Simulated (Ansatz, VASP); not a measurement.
# O: VASP beside Ansatz

File INCAR:

```
PREC = Accurate
ENCUT = 520
EDIFF = 1E-6
ISMEAR = 0
SIGMA = 0.05
LREAL = False
LASPH = True
NELM = 80
ALGO = Normal
ISIF = 2
LWAVE = False
LCHARG = False
GGA = CA
NBANDS = 13
```

The input KPOINTS:

```
regular mesh
0
Gamma
  9 9 9
```

File POSCAR:

```
O
1.0
    1.6969892208      0.9797571834      3.7811104103
   -1.6969892208      0.9797571834      3.7811104103
    0.0000000000     -1.9595143668      3.7811104103
O
2
Direct
    0.0546147200      0.0546147200      0.0546147200
    0.9453852800      0.9453852800      0.9453852800
```

File input.yaml:

```yaml
crystal:
  lattice:
    - [1.6969892208, 0.9797571834, 3.7811104103]
    - [-1.6969892208, 0.9797571834, 3.7811104103]
    - [0.0, -1.9595143668, 3.7811104103]
  atoms:
    - { symbol: O, position: [0.05461472, 0.05461472, 0.05461472] }
    - { symbol: O, position: [0.94538528, 0.94538528, 0.94538528] }
hamiltonian:
  xc: lda
  pseudopotentials: { kind: paw, xc_functional: lda, accuracy: standard }
kpoints:
  mp_grid: { grid: [9, 9, 9] }
scf:
  occupations: { method: gaussian, width: 0.05 }
output:
  forces: true
  stress: true
  eigenvalues: true
  write_density: true
  write_potential: true
  elf: true
  volumetric_format: npy
```

Alike in both runs: task single point; functional LDA; k mesh 9 × 9 × 9; occupations gaussian, width 0.05 eV; no spin polarisation.

|  | VASP | Ansatz |
| --- | --- | --- |
| version | VASP 6.6.1 | Ansatz 0.2.0 |
| potentials or method | VASP PAW LDA potentials, release 64 (O) | JTH PAW LDA |
| plane-wave cutoff (eV) | 520 | 1380 |
| valence electrons in the cell | 12 | 12 |

Ansatz gave:

- gap on the k mesh at the Fermi level (eV): none
- pressure (GPa): -8.2
- traceless stress, the component that is largest in VASP (GPa): -6.17
- rms of the force components (eV/Å): 1.350

Q: What did VASP give for the same quantities?

A: gap on the k mesh at the Fermi level (eV): none; pressure (GPa): -6.5; traceless stress, the component that is largest in VASP (GPa): -2.43; rms of the force components (eV/Å): 0.733.

LDA's correlation is that of Perdew and Zunger in VASP and of Perdew and Wang (1992) in Ansatz. Atom by atom the forces differ by 0.617 eV/Å (rms over components). A gap of «none» marks a metal or a gap that the smearing closes.

Noted on VASP's run: the standard files for N, O and F lose accuracy on very short bonds; spin is off for a triplet molecule. Noted on Ansatz's run: spin is off for a triplet molecule.
